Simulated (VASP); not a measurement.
NaH:

```
Na H
1.0
     0.00000    2.47211    2.47211
     2.47211    0.00000    2.47211
     2.47211    2.47211    0.00000
Na H
1 1
Direct
  0.00000 0.00000 0.00000
  0.50000 0.50000 0.50000
```

Base run:

* Program: VASP 6.6.1
* Functional: r2SCAN
* Potentials or basis: VASP PAW PBE potentials, release 64 (Na_pv, H)
* Cutoff: 520 eV
* k mesh: 9 × 9 × 9
* Occupations: fermi-dirac, width 0.05 eV
* Spin: no spin polarisation

Its results: band gap on the k mesh 4.53 eV, indirect (least direct gap 5.19 eV); pressure -2.1 GPa.

**Question.** The run is repeated on the same cell with these changes: functional from r2SCAN to PBEsol. What comes out?

**Answer.** Band gap on the k mesh 3.75 eV, indirect (least direct gap 4.46 eV); pressure -1.9 GPa.

r2SCAN gives the wider gap, since meta-GGAs in the generalised Kohn-Sham scheme recover part of the derivative discontinuity.

Caveats: the PAW data sets were made with another functional, which shifts forces and pressure a little.

A k mesh can miss the band edges.
